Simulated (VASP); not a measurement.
A run of VASP 6.6.1 is set up as follows.

INCAR

```
  PREC = Accurate
  ENCUT = 520
  EDIFF = 1E-7
  ISMEAR = 0
  SIGMA = 0.1
  LREAL = False
  LASPH = True
  NELM = 100
  ALGO = Normal
  ISIF = 2
  LWAVE = False
  LCHARG = True
  GGA = PE
  LELF = True
  LVHAR = True
  NBANDS = 28
```

Contents of KPOINTS:

```
regular mesh
0
Gamma
  4 4 6
```

The input POSCAR:

```
Be4Ga2C
1.0
    2.7087626173     -6.0387815787      0.1269503968
    2.7087626173      6.0387815787      0.1269503968
   -0.1339795952      0.0000000000      2.8588930727
Be Ga C
4 2 1
Direct
    0.1912957200      0.1912957200      0.5000026923
    0.1392428814      0.8607571186      0.0000000000
    0.8087042800      0.8087042800      0.4999973077
    0.8607571186      0.1392428814      0.0000000000
    0.0000000000      0.5000000000      0.5000000000
    0.5000000000      0.0000000000      0.5000000000
    0.0000000000      0.0000000000      0.0000000000
```

Potentials or basis: VASP PAW PBE potentials, release 64 (Be, Ga_d, C).

The run is started by

```sh
$ cat potpaw_PBE.64/Be/POTCAR potpaw_PBE.64/Ga_d/POTCAR potpaw_PBE.64/C/POTCAR > POTCAR
$ mpirun -np 1 vasp_std > vasp.out
```

Question: What does it give for the largest force?

Answer: 0.025 eV/Å.

Question: Estimate the pressure.

Answer: 0.1 GPa.

Question: What does it give for the band gap on the k mesh?

Answer: Zero (band 19 reaches 5.30 eV, above the bottom of band 20 at 3.89 eV).

Stress tensor (GPa, compression positive):
```
0.14 0.00 0.00
0.00 0.21 0.00
0.00 0.00 0.09
```

Caveat: the k points lie up to 0.37 Å⁻¹ apart.
